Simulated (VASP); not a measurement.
Input of a VASP 6.6.1 run:

Contents of INCAR:

```
  ALGO = Normal
  EDIFF = 1E-6
  ENCUT = 520
  GGA = PE
  ISIF = 2
  ISMEAR = 0
  LASPH = T
  LCHARG = T
  LELF = T
  LREAL = F
  LVHAR = T
  LWAVE = F
  NBANDS = 39
  NELM = 80
  PREC = Accurate
  SIGMA = 0.2
```

KPOINTS

```
k-points
0
Gamma
  6 4 4
```

The input POSCAR:

```
Cd2O
1.0
    2.9000050207     -1.6942280902      0.0417272425
    0.0431821014      0.0096914107     -5.1549965347
    2.8810505122      5.0482036462      0.0290152757
Cd O
4 2
Direct
    0.2506722825      0.2756819274      0.4166548273
    0.7505076130      0.2758635105      0.9165737449
    0.2486658486      0.7242634138      0.0835155596
    0.7492777367      0.7242083169      0.5834583728
    0.7502872031      1.0000128624      0.2499353647
    0.2505893163      0.9999699689      0.7498621306
```

Potentials or basis: VASP PAW PBE potentials, release 64 (Cd, O).

Command:

```sh
$ cat potpaw_PBE.64/Cd/POTCAR potpaw_PBE.64/O/POTCAR > POTCAR
$ mpirun -np 1 vasp_std > vasp.out
```

Q: Predict the largest force.

A: 0.056 eV/Å.

Q: What does it give for the pressure?

A: 0.7 GPa.

Q: Predict the band gap on the k mesh.

A: Zero (bands 30 and 31 overlap by 2.75 eV).

Stress tensor (GPa, compression positive):
```
 0.82  0.12 -0.08
 0.12  0.60  0.06
-0.08  0.06  0.77
```
